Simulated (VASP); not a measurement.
# GePt in VASP: a series of runs, part 2 of 2

VASP 6.6.1. The steps go on from the part before.

**4. Single point, PBE**

This run uses another cell than the first one, of 16.88 Å³/atom.

INCAR reads:

```
  PREC = Accurate
  ENCUT = 520
  EDIFF = 1E-6
  ISMEAR = 0
  SIGMA = 0.2
  LREAL = F
  LASPH = T
  NELM = 80
  ALGO = Normal
  ISIF = 2
  LWAVE = F
  LCHARG = F
  GGA = PE
  NBANDS = 58
```

KPOINTS reads:

```
Automatic mesh
0
Gamma
  6 4 4
```

POSCAR reads:

```
GePt
1.0
    0.0000000000     -3.7524800291      0.0000000000
   -5.8183254764      0.0000000000      0.0000000000
    0.0000000000      0.0000000000     -6.1848357397
Ge Pt
4 4
Direct
    0.7500000000      0.8132616886      0.4118840070
    0.2500000000      0.6867383114      0.9118840070
    0.2500000000      0.1867383114      0.5881159930
    0.7500000000      0.3132616886      0.0881159930
    0.7500000000      0.5022882705      0.6926928698
    0.2500000000      0.9977117295      0.1926928698
    0.2500000000      0.4977117295      0.3073071302
    0.7500000000      0.0022882705      0.8073071302
```

Potentials or basis: VASP PAW PBE potentials, release 64 (Ge_d, Pt).

Command:

```
$ cat potpaw_PBE.64/Ge_d/POTCAR potpaw_PBE.64/Pt/POTCAR > POTCAR
$ mpirun -np 1 vasp_std > vasp.out
```

OUTCAR:

```text
PREC = Accurate
   ENCUT = 520
   EDIFF = 1E-6
   ISMEAR = 0
   LREAL = F
   LASPH = T
   NELM = 80
   ISIF = 2
   GGA = PE

 ion  position               nearest neighbor table
   1  0.750  0.813  0.412-   5 2.51   6 2.55   6 2.55   8 2.68   7 2.70   7 2.70
   2  0.250  0.687  0.912-   6 2.51   5 2.55   5 2.55   7 2.68   8 2.70   8 2.70
   3  0.250  0.187  0.588-   7 2.51   8 2.55   8 2.55   6 2.68   5 2.70   5 2.70
   4  0.750  0.313  0.088-   8 2.51   7 2.55   7 2.55   5 2.68   6 2.70   6 2.70
   5  0.750  0.502  0.693-   1 2.51   2 2.55   2 2.55   4 2.68   3 2.70   3 2.70   8 2.99   8 2.99
                             7 3.03   7 3.03
   6  0.250  0.998  0.193-   2 2.51   1 2.55   1 2.55   3 2.68   4 2.70   4 2.70   7 2.99   7 2.99
                             8 3.03   8 3.03
   7  0.250  0.498  0.307-   3 2.51   4 2.55   4 2.55   2 2.68   1 2.70   1 2.70   6 2.99   6 2.99
                             5 3.03   5 3.03
   8  0.750  0.002  0.807-   4 2.51   3 2.55   3 2.55   1 2.68   2 2.70   2 2.70   5 2.99   5 2.99
                             6 3.03   6 3.03

  LATTYP: Found a simple orthorhombic cell.
 ALAT       =     3.7524800291
 B/A-ratio  =     1.5505280325
 C/A-ratio  =     1.6481995085

  Lattice vectors:

 A1 = (   0.0000000000,  -3.7524800291,   0.0000000000)
 A2 = (  -5.8183254764,   0.0000000000,   0.0000000000)
 A3 = (   0.0000000000,   0.0000000000,  -6.1848357397)

Analysis of symmetry for initial positions (statically):
=====================================================================
 Subroutine PRICEL returns:
 Original cell was already a primitive cell.

 Routine SETGRP: Setting up the symmetry group for a
 simple orthorhombic supercell.

 Subroutine GETGRP returns: Found  8 space group operations
 (whereof  2 operations were pure point group operations)
 out of a pool of  8 trial point group operations.

The static configuration has the point symmetry S_2 .
 The point group associated with its full space group is D_2h.

Analysis of symmetry for dynamics (positions and initial velocities):
=====================================================================
[... 146 lines left out ...]
  Thomas-Fermi vector in A             =   2.577483
   LORBIT       =      0    0 simple, 1 ext, 2 COOP (PROOUT), +10 PAW based schemes
   GGA     = PE    functional components
   LHFCALC =     F    Hartree Fock is set to
   AEXX    =    0.0000 exact exchange contribution
   IVDW    =     0    specifies the selected vdW correction
   LEPSILON=     F    determine dielectric tensor
   LRPA    =     F    only Hartree local field effects (RPA)
 non-spin polarized calculation
 Gauss-broadening in eV      SIGMA  =   0.20
  energy-cutoff  :      520.00
  volume of cell :      135.03
 maximum number of plane-waves:      3676
 NGX is ok and might be reduce to    28
   NGX = 13   NGY = 21   NGZ = 23

 number of electron      95.9999954 magnetization

 Free energy of the ion-electron system (eV)
  ---------------------------------------------------
  ext. energy  EPLUGINS =         0.00000000
  ---------------------------------------------------
  free energy    TOTEN  =       -46.21871034 eV

  energy without entropy =      -46.17690437  energy(sigma->0) =      -46.19780735

 E-fermi :   9.1051     XC(G=0): -12.2125

 val. band max:        9.0942835733   @ k =   0.5000   0.0000   0.2500
 cond. band min:       9.2017255485   @ k =   0.5000   0.2500   0.0000
 fundamental gap:      0.1074419752
 Fermi energy:         9.1050692495

 k-point     1 :       0.0000    0.0000    0.0000
  band No.  band energies     occupation
      1     -16.0256      2.00000
      2     -16.0192      2.00000
      3     -16.0183      2.00000
      4     -16.0158      2.00000
      5     -16.0060      2.00000
      6     -15.9957      2.00000
[... 1453 lines left out ...]
     57      14.1858      0.00000
     58      14.1858      0.00000

 [... further k-points ...]
[... 5 lines left out ...]
  --------------------------------------------------------------------------------------
  -------------------------------------------------------------------------------------
  Total        0.0962975     -0.1209059     -0.0743989      0.0000000      0.0000000      0.0000000
  in kB        1.1425655     -1.4345425     -0.8827399      0.0000000      0.0000000      0.0000000
  external PRESSURE =      -0.3915723 kB  Pullay stress =       0.0000000 kB

 VOLUME and BASIS-vectors are now :
 -----------------------------------------------------------------------------
  energy-cutoff  :      520.00
  volume of cell :      135.03
      direct lattice vectors                 reciprocal lattice vectors
     0.000000000 -3.752480029  0.000000000     0.000000000 -0.266490426  0.000000000
    -5.818325476  0.000000000  0.000000000    -0.171870756  0.000000000  0.000000000
     0.000000000  0.000000000 -6.184835740     0.000000000  0.000000000 -0.161685781

 POSITION                                       TOTAL-FORCE (eV/Angst)
 -----------------------------------------------------------------------------------
     -4.73182     -2.81436     -2.54743        -0.036490      0.000000     -0.005745
     -3.99567     -0.93812     -5.63985         0.036490     -0.000000     -0.005745
     -1.08650     -0.93812     -3.63740         0.036490      0.000000      0.005745
     -1.82266     -2.81436     -0.54498        -0.036490      0.000000      0.005745
     -2.92248     -2.81436     -4.28419         0.016268      0.000000     -0.003759
     -5.80501     -0.93812     -1.19177        -0.016268      0.000000     -0.003759
     -2.89585     -0.93812     -1.90064        -0.016268      0.000000      0.003759
     -0.01331     -2.81436     -4.99306         0.016268      0.000000      0.003759
 -----------------------------------------------------------------------------------
    total drift:                               -0.000000     -0.000000      0.000000

  FREE ENERGIE OF THE ION-ELECTRON SYSTEM (eV)
  ---------------------------------------------------
  free  energy   TOTEN  =       -46.2187103443 eV

  energy  without entropy=      -46.1769043654  energy(sigma->0) =      -46.19780735
```

OSZICAR:

```text
N       E                     dE             d eps       ncg     rms          rms(c)
DAV:   1     0.125115847093E+04    0.12512E+04   -0.41378E+04  5542   0.419E+03
DAV:   2     0.191996441564E+03   -0.10592E+04   -0.10151E+04  4176   0.111E+03
DAV:   3    -0.288466511120E+02   -0.22084E+03   -0.20665E+03  4398   0.249E+02
DAV:   4    -0.473821698590E+02   -0.18536E+02   -0.17841E+02  4994   0.803E+01
DAV:   5    -0.479956951787E+02   -0.61353E+00   -0.61003E+00  4704   0.149E+01    0.194E+01
DAV:   6    -0.464548926320E+02    0.15408E+01   -0.68659E+00  5138   0.125E+01    0.931E+00
DAV:   7    -0.462704883896E+02    0.18440E+00   -0.62226E-01  5176   0.625E+00    0.486E+00
DAV:   8    -0.462205357862E+02    0.49953E-01   -0.15273E-01  5258   0.220E+00    0.602E-01
DAV:   9    -0.462189541257E+02    0.15817E-02   -0.14516E-02  5400   0.116E+00    0.322E-01
DAV:  10    -0.462187129215E+02    0.24120E-03   -0.33632E-03  5568   0.571E-01    0.651E-02
DAV:  11    -0.462187076352E+02    0.52863E-05   -0.24441E-04  4546   0.117E-01    0.218E-02
DAV:  12    -0.462187112422E+02   -0.36071E-05   -0.28193E-05  5534   0.530E-02    0.816E-03
DAV:  13    -0.462187103443E+02    0.89798E-06   -0.12562E-06  2756   0.748E-03
   1 F= -.46218710E+02 E0= -.46197807E+02  d E =-.418060E-01
```

It took 4 min on 1 thread of Intel Xeon Platinum 8259CL at 2.50GHz (Skylake/Cascade Lake), shared host; peak memory 0.37 GiB.

Results:

```
Free energy            : -46.2187 eV
Pressure               : 0.0 GPa
Largest force          : 0.037 eV/Å
Band gap on the k mesh : zero (bands 48 and 49 overlap by 1.18 eV)
```

Forces on the atoms (eV/Å):
```
Ge  -0.036  0.000 -0.006
Ge   0.036  0.000 -0.006
Ge   0.036  0.000  0.006
Ge  -0.036  0.000  0.006
Pt   0.016  0.000 -0.004
Pt  -0.016  0.000 -0.004
Pt  -0.016  0.000  0.004
Pt   0.016  0.000  0.004
```

Stress tensor (GPa, compression positive):
```
 0.11  0.00  0.00
 0.00 -0.14  0.00
 0.00  0.00 -0.09
```

Levels at points of the mesh, in eV from the Fermi level:
```csv
k point,band 45,band 46,band 47,band 48,band 49,band 50,band 51,band 52
"(0.00, 0.00, 0.00)",-2.37,-1.39,-1.33,-0.91,0.65,0.77,2.94,3.18
"(0.50, 0.00, 0.00)",-2.43,-2.43,-1.54,-1.54,-0.16,-0.16,2.00,2.00
"(0.00, 0.50, 0.00)",-2.37,-2.37,-0.04,-0.04,1.33,1.33,2.23,2.23
"(0.50, 0.50, 0.00)",-1.81,-1.81,-1.81,-1.81,0.53,0.53,0.53,0.53
"(0.00, 0.00, 0.50)",-1.76,-1.76,-0.03,-0.03,1.07,1.07,1.78,1.78
"(0.50, 0.00, 0.50)",-2.38,-2.38,-2.07,-2.07,0.49,0.49,0.94,0.94
"(0.00, 0.50, 0.50)",-1.31,-1.31,0.70,0.70,1.70,1.70,2.60,2.60
"(0.50, 0.50, 0.50)",-2.37,-2.37,-2.37,-2.37,2.37,2.37,2.37,2.37
```

Caveat: spin-orbit coupling is left out, which moves the levels of the heavy elements.

**5. Single point, PBE**

This run uses another cell than the first one, of 16.86 Å³/atom.

INCAR reads:

```
SYSTEM = GePt
ALGO = Normal
EDIFF = 1E-6
ENCUT = 520
GGA = PE
ISIF = 2
ISMEAR = 0
LASPH = .TRUE.
LCHARG = .FALSE.
LREAL = .FALSE.
LWAVE = .FALSE.
NBANDS = 58
NELM = 80
PREC = Accurate
SIGMA = 0.2
```

KPOINTS reads:

```
k-points
0
G
  6 4 4
  0 0 0
```

POSCAR reads:

```
GePt
1.0
    0.0000810246     -3.7451318140      0.0000215642
   -5.8280946957     -0.0001786642      0.0001940594
   -0.0000222394      0.0000391928     -6.1810837383
Ge Pt
4 4
Direct
    0.7500604468      0.8142603491      0.4126597409
    0.2499819111      0.6857348078      0.9126624695
    0.2500325409      0.1857332646      0.5873402476
    0.7499306631      0.3142628226      0.0873383412
    0.7499414458      0.5017890654      0.6924458828
    0.2501020182      0.9982140796      0.1924456127
    0.2498784841      0.4982160152      0.3075490072
    0.7500724902      0.0017895955      0.8075586982
```

Potentials or basis: VASP PAW PBE potentials, release 64 (Ge_d, Pt).

Command:

```
$ cat potpaw_PBE.64/Ge_d/POTCAR potpaw_PBE.64/Pt/POTCAR > POTCAR
$ mpirun -np 1 vasp_std > vasp.out
```

OUTCAR:

```text
SYSTEM = GePt
   EDIFF = 1E-6
   ENCUT = 520
   GGA = PE
   ISIF = 2
   ISMEAR = 0
   LASPH = .TRUE.
   LREAL = .FALSE.
   NELM = 80
   PREC = Accurate

 ion  position               nearest neighbor table
   1  0.750  0.814  0.413-   5 2.51   6 2.55   6 2.55   8 2.67   7 2.71   7 2.71
   2  0.250  0.686  0.913-   6 2.51   5 2.55   5 2.55   7 2.67   8 2.71   8 2.71
   3  0.250  0.186  0.587-   7 2.51   8 2.55   8 2.55   6 2.67   5 2.71   5 2.71
   4  0.750  0.314  0.087-   8 2.51   7 2.55   7 2.55   5 2.67   6 2.71   6 2.71
   5  0.750  0.502  0.692-   1 2.51   2 2.55   2 2.55   4 2.67   3 2.71   3 2.71   8 3.00   8 3.00
                             7 3.03   7 3.03
   6  0.250  0.998  0.192-   2 2.51   1 2.55   1 2.55   3 2.67   4 2.71   4 2.71   7 3.00   7 3.00
                             8 3.03   8 3.03
[... 1685 lines left out ...]
  external PRESSURE =       0.1069809 kB  Pullay stress =       0.0000000 kB

 VOLUME and BASIS-vectors are now :
 -----------------------------------------------------------------------------
  energy-cutoff  :      520.00
  volume of cell :      134.91
      direct lattice vectors                 reciprocal lattice vectors
     0.000081025 -3.745131814  0.000021564     0.000008185 -0.267013299 -0.000001693
    -5.828094696 -0.000178664  0.000194059    -0.171582661 -0.000003712  0.000000617
    -0.000022239  0.000039193 -6.181083738    -0.000005387 -0.000000932 -0.161783927

 POSITION                                       TOTAL-FORCE (eV/Angst)
 -----------------------------------------------------------------------------------
     -4.74553     -2.80920     -2.55051         0.000234      0.000355      0.006318
     -3.99653     -0.93630     -5.64110        -0.000349      0.000096      0.006572
     -1.08246     -0.93641     -3.63036        -0.000666      0.000080     -0.006159
     -1.83149     -2.80864     -0.53977         0.000277     -0.000296     -0.006536
     -2.92443     -2.80869     -4.27995         0.005806     -0.000035      0.000443
     -5.81767     -0.93684     -1.18932        -0.005705      0.000480      0.000053
     -2.90364     -0.93590     -1.90088        -0.005054     -0.000799     -0.000789
     -0.01039     -2.80909     -4.99157         0.005456      0.000121      0.000098
 -----------------------------------------------------------------------------------
    total drift:                                0.000029     -0.000011      0.000086

  FREE ENERGIE OF THE ION-ELECTRON SYSTEM (eV)
  ---------------------------------------------------
  free  energy   TOTEN  =       -46.2193860655 eV

  energy  without entropy=      -46.1783794996  energy(sigma->0) =      -46.19888278
```

OSZICAR:

```text
N       E                     dE             d eps       ncg     rms          rms(c)
DAV:   1     0.123190098973E+04    0.12319E+04   -0.41660E+04  8226   0.418E+03
DAV:   2     0.190234741825E+03   -0.10417E+04   -0.99560E+03  6032   0.113E+03
DAV:   3    -0.287622884509E+02   -0.21900E+03   -0.20560E+03  6358   0.249E+02
DAV:   4    -0.474031381375E+02   -0.18641E+02   -0.17972E+02  7218   0.805E+01
DAV:   5    -0.479981538347E+02   -0.59502E+00   -0.59188E+00  6722   0.149E+01    0.195E+01
DAV:   6    -0.464533431914E+02    0.15448E+01   -0.68444E+00  7410   0.125E+01    0.930E+00
DAV:   7    -0.462708628124E+02    0.18248E+00   -0.62488E-01  7446   0.623E+00    0.486E+00
DAV:   8    -0.462211948235E+02    0.49668E-01   -0.15185E-01  7570   0.220E+00    0.600E-01
DAV:   9    -0.462196294614E+02    0.15654E-02   -0.14572E-02  7882   0.117E+00    0.321E-01
DAV:  10    -0.462193781595E+02    0.25130E-03   -0.33291E-03  8062   0.637E-01    0.643E-02
DAV:  11    -0.462193844624E+02   -0.63029E-05   -0.36983E-04  6620   0.408E-01    0.227E-02
DAV:  12    -0.462193856554E+02   -0.11930E-05   -0.53080E-05  9504   0.149E-01    0.104E-02
DAV:  13    -0.462193860910E+02   -0.43566E-06   -0.18618E-05  6384   0.463E-02    0.491E-03
DAV:  14    -0.462193860655E+02    0.25548E-07   -0.34927E-06  4662   0.408E-02
   1 F= -.46219386E+02 E0= -.46198883E+02  d E =-.410066E-01
```

Wall time 6.8 min (1 thread of Intel Xeon Platinum 8259CL at 2.50GHz (Skylake/Cascade Lake), shared host); peak memory 0.45 GiB.

Results:

```yaml
Free_energy: -46.2194 eV
Pressure: 0.0 GPa
Largest_force: 0.007 eV/Å
Band_gap_on_the_k_mesh: zero (bands 48 and 49 overlap by 1.16 eV)
```

Forces on the atoms (eV/Å):
```
Ge   0.000  0.000  0.006
Ge   0.000  0.000  0.007
Ge  -0.001  0.000 -0.006
Ge   0.000  0.000 -0.007
Pt   0.006  0.000  0.000
Pt  -0.006  0.000  0.000
Pt  -0.005 -0.001 -0.001
Pt   0.005  0.000  0.000
```

Levels at points of the mesh, in eV from the Fermi level:
```tsv
k point	band 46	band 47	band 48	band 49	band 50	band 51
(0.00, 0.00, 0.00)	-1.38	-1.30	-0.92	0.62	0.76	2.99
(0.50, 0.00, 0.00)	-2.42	-1.52	-1.52	-0.17	-0.17	1.99
(0.00, 0.50, 0.00)	-2.37	-0.05	-0.05	1.34	1.34	2.22
(0.50, 0.50, 0.00)	-1.81	-1.81	-1.81	0.55	0.55	0.55
(0.00, 0.00, 0.50)	-1.77	-0.03	-0.03	1.10	1.10	1.80
(0.50, 0.00, 0.50)	-2.38	-2.06	-2.06	0.46	0.46	0.95
(0.00, 0.50, 0.50)	-1.32	0.69	0.69	1.70	1.70	2.63
(0.50, 0.50, 0.50)	-2.37	-2.37	-2.37	2.37	2.37	2.37
```

Caveat: spin-orbit coupling is left out, which moves the levels of the heavy elements.

**6. Overview**

```tsv
task	cell	k mesh	cutoff (eV)	gap on the mesh (eV)	pressure (GPa)	largest force (eV/Å)
single point	a = 5.814, b = 3.735, c = 6.247 Å, 8 atoms, atomic positions A	3 × 4 × 3	520	none	-0.1	0.04
relaxation of cell and atoms	relaxed from a = 5.810, b = 3.760, c = 6.190 Å, 8 atoms, atomic positions B	3 × 4 × 3	600	none	0.2	0.06
single point	a = 3.752, b = 5.818, c = 6.185 Å, 8 atoms, atomic positions C	6 × 4 × 4	520	none	0.0	0.04
single point	a = 3.745, b = 5.828, c = 6.181 Å, 8 atoms, atomic positions D	6 × 4 × 4	520	none	0.0	0.01
```

Alike in all rows: level PBE; potentials or basis VASP PAW PBE potentials, release 64 (Ge_d, Pt); no spin polarisation; smearing gaussian 0.2 eV.

Caveats: some runs use coarse meshes; spin-orbit coupling is left out, which moves the levels of the heavy elements; the relaxation stopped at a loose force limit of 0.08 eV/Å, so its end isn't a converged minimum (at least some runs).

Total energies depend on the potentials used, so only differences within one code and one set of settings carry meaning.
